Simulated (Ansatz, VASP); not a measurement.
**SrCl2: VASP beside Ansatz**

```
Sr Cl
1.0
     2.45672    1.41839    4.01532
    -2.45672    1.41839    4.01532
     0.00000   -2.83678    4.01532
Sr Cl
1 2
Direct
  0.00000 0.00000 0.00000
  0.24995 0.24995 0.24995
  0.75005 0.75005 0.75005
```

Alike in both runs: task single point; functional r2SCAN; k mesh 4 × 4 × 4; occupations methfessel-paxton of order 1, width 0.2 eV; no spin polarisation.

|  | VASP | Ansatz |
| --- | --- | --- |
| version | VASP 6.6.1 | Ansatz 0.2.0 |
| potentials or method | VASP PAW PBE potentials, release 64 (Sr_sv, Cl) | plane waves |
| plane-wave cutoff (eV) | 550 | 500 |
| valence electrons in the cell | 24 | 24 |

|  | VASP | Ansatz | Ansatz less VASP |
| --- | --- | --- | --- |
| gap on the k mesh at the Fermi level (eV) | 5.98 | 5.98 | -0.001 |
| pressure (GPa) | 0.8 | 0.7 | -0.07 |

VASP's potentials were made for PBE, not for r2SCAN. The functional is the same, so the differences come from potentials, cutoffs and numerics.
